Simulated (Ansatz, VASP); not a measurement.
# AlNi in VASP and in Ansatz

```
CELL_PARAMETERS angstrom
2.86386 0.00000 0.00000
0.00000 2.86386 0.00000
0.00000 0.00000 2.86386
ATOMIC_POSITIONS crystal
Al 0.00000 0.00000 0.00000
Ni 0.50000 0.50000 0.50000
```

Alike in both runs: task single point; functional PBE; k mesh 14 × 14 × 14; occupations gaussian, width 0.1 eV; no spin polarisation.

|  | VASP | Ansatz |
| --- | --- | --- |
| version | VASP 6.6.1 | Ansatz 0.2.0 |
| potentials or method | VASP PAW PBE potentials, release 64 (Al, Ni), cutoff 520 eV | scalar-relativistic, plane waves, PAW |
| valence electrons in the cell | 13 | 21 |

|  | VASP | Ansatz | Ansatz less VASP |
| --- | --- | --- | --- |
| gap on the k mesh at the Fermi level (eV) | none | none | - |
| pressure (GPa) | 5.0 | 5.2 | +0.23 |

A gap of «none» marks a metal or a gap that the smearing closes. VASP's potentials hold 13 valence electrons a cell and Ansatz's 21, so a difference there can come from the potentials and not from the codes.
